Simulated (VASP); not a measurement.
**KBr (rock salt type): single point with PBE0**

Crystal: KBr (rock salt type).

```
K Br
1.0
     0.00000    3.35000    3.35000
     3.35000    0.00000    3.35000
     3.35000    3.35000    0.00000
K Br
1 1
Direct
  0.00517 0.00517 0.00517
  0.50000 0.50000 0.50000
```

```
Program             : VASP 6.6.1
Task                : single point
Functional          : PBE0
Potentials or basis : VASP PAW PBE potentials, release 64 (K_sv, Br)
Cutoff              : 520 eV
k mesh              : 4 × 4 × 4
Occupations         : fermi-dirac, width 0.05 eV
Spin                : no spin polarisation
```

```yaml
Pressure: -0.2 GPa
Largest_force: 0.059 eV/Å
Band_gap_on_the_k_mesh: 6.20 eV
```

Forces on the atoms (eV/Å):
```
K   -0.034 -0.034 -0.034
Br   0.034  0.034  0.034
```

Levels at points of the mesh, in eV from the valence-band top:
```
           k point  band 6  band 7  band 8  band 9  band 10  band 11
(0.00, 0.00, 0.00)    0.00    0.00    0.00    6.20     9.72     9.72
(0.50, 0.00, 0.00)   -1.16   -0.31   -0.31    8.38    10.16    11.91
(0.50, 0.50, 0.50)   -1.16   -0.31   -0.31    8.38    10.17    11.97
(0.50, 0.50, 0.00)   -0.83   -0.30   -0.30    7.86     9.07    11.25
```

It took 14 min on 1 thread of Intel(R) Xeon(R) Platinum 8259CL CPU @ 2.50GHz (Skylake/Cascade Lake), with other jobs on the host, peak memory 0.22 GiB.

Caveat: the PAW data sets were made with another functional, which shifts forces and pressure a little.
